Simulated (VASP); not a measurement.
Set up this calculation in VASP 6.6.1, as the native input.

```
Task                   : single point
Functional             : r2SCAN
Potentials or basis    : VASP PAW PBE potentials, release 64 (Zr_sv, N)
Cutoff                 : 660 eV
k mesh                 : 9 × 9 × 9
Occupations            : methfessel-paxton, width 0.15 eV
Spin                   : no spin polarisation
Dipole correction      : no
Further INCAR settings : ALGO = Normal; EDIFF = 1e-06; NBANDS = 16
```

The system is ZrN.

```
Zr N
1.0
     0.00000    2.33027    2.33027
     2.33027    0.00000    2.33027
     2.33027    2.33027    0.00000
Zr N
1 1
Direct
  0.50000 0.50000 0.50000
  0.00000 0.00000 0.00000
```

These files were run (other wordings do the same):

POSCAR

```
ZrN
1.0
    0.0000000000      2.3302666288      2.3302666288
    2.3302666288      0.0000000000      2.3302666288
    2.3302666288      2.3302666288      0.0000000000
Zr N
1 1
Direct
    0.5000000000      0.5000000000      0.5000000000
    0.0000000000      0.0000000000      0.0000000000
```

INCAR.step1

```
SYSTEM = ZrN
PREC     = Accurate       ! precision mode
ENCUT    = 660            ! plane-wave cutoff, eV
ISMEAR   = 1              ! smearing method
SIGMA    = 0.15           ! smearing width, eV
LREAL    = .False.        ! projectors in reciprocal space
LASPH    = .True.         ! aspherical terms in the spheres
NELM     = 120            ! most SCF steps
NBANDS   = 16             ! bands
GGA      = PE             ! functional
ALGO     = Normal         ! electronic algorithm
EDIFF    = 1E-5           ! SCF threshold, eV
LWAVE    = .True.         ! write WAVECAR
LCHARG   = .False.        ! write CHGCAR
GGA_COMPAT= .False.
```

INCAR.step2

```
SYSTEM = ZrN
PREC     = Accurate       ! precision mode
ENCUT    = 660            ! plane-wave cutoff, eV
EDIFF    = 1E-6           ! SCF threshold, eV
ISMEAR   = 1              ! smearing method
SIGMA    = 0.15           ! smearing width, eV
LREAL    = .False.        ! projectors in reciprocal space
LASPH    = .True.         ! aspherical terms in the spheres
NELM     = 120            ! most SCF steps
ALGO     = Normal         ! electronic algorithm
ISIF     = 2              ! what is computed and relaxed
LWAVE    = .False.        ! write WAVECAR
LCHARG   = .False.        ! write CHGCAR
METAGGA  = R2SCAN         ! meta-GGA
LMIXTAU  = .True.       
NBANDS   = 16             ! bands
ISTART   = 1            
GGA_COMPAT= .False.
```

KPOINTS

```
regular mesh
0
Gamma
  9 9 9
  0 0 0
```

Potentials or basis: VASP PAW PBE potentials, release 64 (Zr_sv, N).

Command:

```console
$ cat potpaw_PBE.64/Zr_sv/POTCAR potpaw_PBE.64/N/POTCAR > POTCAR
$ cp INCAR.step1 INCAR
$ mpirun -np 1 vasp_std > vasp.out
$ cp INCAR.step2 INCAR
$ mpirun -np 1 vasp_std > vasp.out
```

Results of the run:

* Pressure: -11.2 GPa
* Band gap on the k mesh: zero (an odd number of electrons rules out a gap without spin polarisation)

Caveat: the cell stands under tension; the PAW data sets were made with another functional, which shifts forces and pressure a little.

Run time: 66 s on 1 thread of Intel(R) Xeon(R) Platinum 8488C (Sapphire Rapids), with other jobs on the host, peak memory 0.17 GiB.
